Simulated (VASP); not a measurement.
# Ti12HN12 in VASP: single point with PBE+D3(BJ)

Aim: the single point of Ti12HN12 with PBE+D3(BJ).

All numbers are computed with VASP 6.6.1; they aren't measurements. Logs are shortened: lines on timing, memory, paths and dates and some standing lists are left out, and cuts for length are marked.

## Step 1: The cell of the first run

The cell holds a slab with vacuum, 25 atoms: a = 5.947 Å, b = 5.947 Å, c = 21.653 Å, α = 90.00°, β = 90.00°, γ = 90.00°.

## Step 2: Single point, PBE+D3(BJ)

INCAR

```
PREC     = Accurate       # precision mode
ENCUT    = 520            # plane-wave cutoff, eV
EDIFF    = 1E-6           # SCF threshold, eV
ISMEAR   = 0              # smearing method
SIGMA    = 0.1            # smearing width, eV
LREAL    = Auto         
LASPH    = T              # aspherical terms in the spheres
NELM     = 80             # most SCF steps
ALGO     = Normal         # electronic algorithm
ISIF     = 2              # what is computed and relaxed
LWAVE    = F              # write WAVECAR
LCHARG   = F              # write CHGCAR
LDIPOL   = T            
IDIPOL   = 3            
DIPOL    = 0.5 0.5 0.290
GGA      = PE             # functional
IVDW     = 12             # dispersion correction
NBANDS   = 120            # bands
```

KPOINTS

```
Automatic mesh
0
Gamma
  5 5 1
```

POSCAR

```
Ti12HN12
1.0
    5.9473589866      0.0000000000      0.0000000000
    0.0000000000      5.9473589866      0.0000000000
    0.0000000000      0.0000000000     21.6533569277
Ti N H
12 12 1
Direct
    0.2500000000      0.2500000000      0.1847288628
    0.2500000000      0.7500000000      0.1847288628
    0.7500000000      0.2500000000      0.1847288628
    0.7500000000      0.7500000000      0.1847288628
    0.0000000000      0.0000000000      0.2801771125
    0.0000000000      0.5000000000      0.2801771125
    0.5000000000      0.0000000000      0.2801771125
    0.5000000000      0.5000000000      0.2801771125
    0.2500000000      0.2500000000      0.3715894834
    0.2500000000      0.7500000000      0.3715894834
    0.7500000000      0.2500000000      0.3715894834
    0.7500000000      0.7500000000      0.3715894834
    0.0000000000      0.0000000000      0.1847288628
    0.0000000000      0.5000000000      0.1847288628
    0.5000000000      0.0000000000      0.1847288628
    0.5000000000      0.5000000000      0.1847288628
    0.2500000000      0.2500000000      0.2786780157
    0.2500000000      0.7500000000      0.2786780157
    0.7500000000      0.2500000000      0.2786780157
    0.7500000000      0.7500000000      0.2786780157
    0.0000000000      0.0000000000      0.3811583098
    0.0000000000      0.5000000000      0.3811583098
    0.5000000000      0.0000000000      0.3811583098
    0.5000000000      0.5000000000      0.3811583098
    0.0000000000      0.2500000000      0.5381778431
```

Potentials or basis: VASP PAW PBE potentials, release 64 (Ti_sv, N, H).

On the command line:

```
$ cat potpaw_PBE.64/Ti_sv/POTCAR potpaw_PBE.64/N/POTCAR potpaw_PBE.64/H/POTCAR > POTCAR
$ mpirun -np 1 vasp_std > vasp.out
```

OUTCAR:

```text
PREC = Accurate
   ENCUT = 520
   EDIFF = 1E-6
   ISMEAR = 0
   LREAL = Auto
   LASPH = T
   NELM = 80
   ISIF = 2
   GGA = PE
   IVDW = 12
 IVDW          = 12

 ion  position               nearest neighbor table
   1  0.250  0.250  0.185-  17 2.03  14 2.10  15 2.10  16 2.10  13 2.10
   2  0.250  0.750  0.185-  18 2.03  14 2.10  15 2.10  16 2.10  13 2.10
   3  0.750  0.250  0.185-  19 2.03  14 2.10  15 2.10  16 2.10  13 2.10
   4  0.750  0.750  0.185-  20 2.03  14 2.10  15 2.10  16 2.10  13 2.10
   5  0.000  0.000  0.280-  13 2.07  17 2.10  18 2.10  19 2.10  20 2.10  21 2.19  11 2.89  12 2.89
                             9 2.89  10 2.89
   6  0.000  0.500  0.280-  14 2.07  17 2.10  18 2.10  19 2.10  20 2.10  22 2.19  11 2.89  12 2.89
                             9 2.89  10 2.89
   7  0.500  0.000  0.280-  15 2.07  17 2.10  18 2.10  19 2.10  20 2.10  23 2.19  11 2.89  12 2.89
                             9 2.89  10 2.89
   8  0.500  0.500  0.280-  16 2.07  17 2.10  18 2.10  19 2.10  20 2.10  24 2.19  11 2.89  12 2.89
                             9 2.89  10 2.89
   9  0.250  0.250  0.372-  17 2.01  21 2.11  22 2.11  23 2.11  24 2.11   6 2.89   7 2.89   8 2.89
                             5 2.89
  10  0.250  0.750  0.372-  18 2.01  21 2.11  22 2.11  23 2.11  24 2.11   6 2.89   7 2.89   8 2.89
                             5 2.89
  11  0.750  0.250  0.372-  19 2.01  21 2.11  22 2.11  23 2.11  24 2.11   6 2.89   7 2.89   8 2.89
                             5 2.89
  12  0.750  0.750  0.372-  20 2.01  21 2.11  22 2.11  23 2.11  24 2.11   6 2.89   7 2.89   8 2.89
                             5 2.89
  13  0.000  0.000  0.185-   5 2.07   2 2.10   3 2.10   4 2.10   1 2.10
  14  0.000  0.500  0.185-   6 2.07   2 2.10   3 2.10   4 2.10   1 2.10
  15  0.500  0.000  0.185-   7 2.07   2 2.10   3 2.10   4 2.10   1 2.10
  16  0.500  0.500  0.185-   8 2.07   2 2.10   3 2.10   4 2.10   1 2.10
  17  0.250  0.250  0.279-   9 2.01   1 2.03   6 2.10   7 2.10   8 2.10   5 2.10
  18  0.250  0.750  0.279-  10 2.01   2 2.03   6 2.10   7 2.10   8 2.10   5 2.10
  19  0.750  0.250  0.279-  11 2.01   3 2.03   6 2.10   7 2.10   8 2.10   5 2.10
  20  0.750  0.750  0.279-  12 2.01   4 2.03   6 2.10   7 2.10   8 2.10   5 2.10
  21  0.000  0.000  0.381-   9 2.11  10 2.11  11 2.11  12 2.11   5 2.19
  22  0.000  0.500  0.381-   9 2.11  10 2.11  11 2.11  12 2.11   6 2.19
  23  0.500  0.000  0.381-   9 2.11  10 2.11  11 2.11  12 2.11   7 2.19
  24  0.500  0.500  0.381-   9 2.11  10 2.11  11 2.11  12 2.11   8 2.19
  25  0.000  0.250  0.538-

  LATTYP: Found a simple tetragonal cell.
 ALAT       =     5.9473589866
 C/A-ratio  =     3.6408357014

  Lattice vectors:

 A1 = (   5.9473589866,   0.0000000000,   0.0000000000)
 A2 = (   0.0000000000,   5.9473589866,   0.0000000000)
 A3 = (   0.0000000000,   0.0000000000,  21.6533569277)

Analysis of symmetry for initial positions (statically):
[... 177 lines left out ...]
     AMIX_MAG =   1.60;   BMIX_MAG =  1.00
  volume/ion in A,a.u.               =      30.64       206.74
  Fermi-wavevector in a.u.,A,eV,Ry     =   1.055038  1.993734 15.144727  1.113106
  Thomas-Fermi vector in A             =   2.190221
   LORBIT       =      0    0 simple, 1 ext, 2 COOP (PROOUT), +10 PAW based schemes
   GGA     = PE    functional components
   LHFCALC =     F    Hartree Fock is set to
   AEXX    =    0.0000 exact exchange contribution
   IVDW    =    12    specifies the selected vdW correction
   LEPSILON=     F    determine dielectric tensor
   LRPA    =     F    only Hartree local field effects (RPA)
 non-spin polarized calculation
 Gauss-broadening in eV      SIGMA  =   0.10
  energy-cutoff  :      520.00
  volume of cell :      765.90
 maximum number of plane-waves:     20646
 NGX is ok and might be reduce to    48
   NGX = 23   NGY = 23   NGZ = 81

 dipolmoment           0.000000      0.000000     -1.485494 electrons x Angstroem

 number of electron     204.9999952 magnetization

 dipolmoment           0.000000      0.000000      0.695577 electrons x Angstroem

 Free energy of the ion-electron system (eV)
  ---------------------------------------------------
  ext. energy  EPLUGINS =         0.00000000
  ---------------------------------------------------
  free energy    TOTEN  =      -230.37112954 eV

  energy without entropy =     -230.29311867  energy(sigma->0) =     -230.33212411

 E-fermi :   0.6355     XC(G=0):  -4.9564

 val. band max:        0.6149837103   @ k =   0.4000   0.4000   0.0000
 cond. band min:       0.6481371428   @ k =   0.2000   0.0000   0.0000
 fundamental gap:      0.0331534325
 Fermi energy:         0.6354904066

 k-point     1 :       0.0000    0.0000    0.0000
  band No.  band energies     occupation
      1     -57.3351      2.00000
      2     -57.2951      2.00000
      3     -57.2926      2.00000
      4     -57.2585      2.00000
      5     -57.1904      2.00000
      6     -57.1444      2.00000
[... 1042 lines left out ...]
    113       1.7454      0.00000
    114       1.7461      0.00000
 [bands above 114 left out]

------------------------ aborting loop because EDIFF is reached ----------------------------------------

 vacuum level on the upper side and lower side of the slab       (xc-potential included)         1.562        -1.915

 Edisp (eV)   -7.69536

 E8    (eV) :    -3.3823

  FORCE on cell =-STRESS in cart. coord.  units (eV):
  Direction    XX          YY          ZZ          XY          YZ          ZX
  --------------------------------------------------------------------------------------
  -------------------------------------------------------------------------------------
  Total     -15.23996   -14.88033    -1.09106     0.00000     0.00000     0.00000
  in kB     -31.88020   -31.12788    -2.28238     0.00000     0.00000     0.00000
  external pressure =      -21.76 kB  Pullay stress =        0.00 kB

 VOLUME and BASIS-vectors are now :
 -----------------------------------------------------------------------------
  energy-cutoff  :      520.00
  volume of cell :      765.90
      direct lattice vectors                 reciprocal lattice vectors
     5.947358987  0.000000000  0.000000000     0.168141860  0.000000000  0.000000000
     0.000000000  5.947358987  0.000000000     0.000000000  0.168141860  0.000000000
     0.000000000  0.000000000 21.653356928     0.000000000  0.000000000  0.046182216

 POSITION                                       TOTAL-FORCE (eV/Angst)
 -----------------------------------------------------------------------------------
      1.48684      1.48684      4.00000        -0.011478      0.000000      1.753991
      1.48684      4.46052      4.00000        -0.001918     -0.000000      1.829812
      4.46052      1.48684      4.00000         0.011478      0.000000      1.753991
      4.46052      4.46052      4.00000         0.001918     -0.000000      1.829812
      0.00000      0.00000      6.06678         0.000000     -0.020695      0.014049
      0.00000      2.97368      6.06678         0.000000      0.020695      0.014049
[... 17 lines left out ...]
      2.97368      2.97368      8.25336         0.000000      0.027496     -0.357923
      0.00000      1.48684     11.65336         0.000000      0.000000     -0.491847
 -----------------------------------------------------------------------------------
    total drift:                                0.000000     -0.000000      0.135219

  FREE ENERGIE OF THE ION-ELECTRON SYSTEM (eV)
  ---------------------------------------------------
  free  energy   TOTEN  =      -238.0664887061 eV

  energy  without entropy=     -237.9884778371  energy(sigma->0) =     -238.02748327

 vacuum level on the upper side and lower side of the slab         6.463         2.899
```

OSZICAR:

```text
N       E                     dE             d eps       ncg     rms          rms(c)
DAV:   1     0.295630003205E+04    0.29563E+04   -0.10525E+05  2480   0.169E+03
DAV:   2     0.238308832210E+03   -0.27180E+04   -0.26520E+04  2496   0.537E+02
DAV:   3    -0.242737371192E+03   -0.48105E+03   -0.47652E+03  3216   0.212E+02
[... 28 lines left out ...]
DAV:  32    -0.230371118352E+03   -0.15415E-04   -0.28363E-06  1592   0.526E-03    0.858E-03
DAV:  33    -0.230371124069E+03   -0.57170E-05   -0.10671E-06  1568   0.324E-03    0.107E-02
DAV:  34    -0.230371127609E+03   -0.35409E-05   -0.19251E-06  1560   0.256E-03    0.240E-03
DAV:  35    -0.230371128794E+03   -0.11843E-05   -0.24833E-07  1472   0.174E-03    0.557E-04
DAV:  36    -0.230371129541E+03   -0.74752E-06   -0.18502E-07  1392   0.964E-04
   1 F= -.23806649E+03 E0= -.23802748E+03  d E =-.780109E-01
```

Run time: 52 min. Hardware: 1 thread of Intel Xeon Platinum 8488C (Sapphire Rapids), shared host; peak memory 1 GiB.

Results:

* Free energy: -238.0665 eV
* Largest force: 1.850 eV/Å
* Band gap on the k mesh: zero (an odd number of electrons rules out a gap without spin polarisation)
* Dispersion energy per atom: -0.308 eV

Forces on the atoms (eV/Å):
```
Ti  -0.011  0.000  1.754
Ti  -0.002  0.000  1.830
Ti   0.011  0.000  1.754
Ti   0.002  0.000  1.830
Ti   0.000 -0.021  0.014
Ti   0.000  0.021  0.014
Ti   0.000  0.003  0.040
Ti   0.000 -0.003  0.040
Ti  -0.162  0.000  0.811
Ti  -0.066  0.000  0.443
Ti   0.162  0.000  0.811
Ti   0.066  0.000  0.443
N    0.000 -0.007 -1.819
N    0.000  0.007 -1.819
N    0.000  0.007 -1.850
N    0.000 -0.007 -1.850
N    0.004  0.000 -0.069
N   -0.012  0.000 -0.064
N   -0.004  0.000 -0.069
N    0.012  0.000 -0.064
N    0.000 -0.062 -0.485
N    0.000  0.062 -0.485
N    0.000 -0.027 -0.358
N    0.000  0.027 -0.358
H    0.000  0.000 -0.492
```
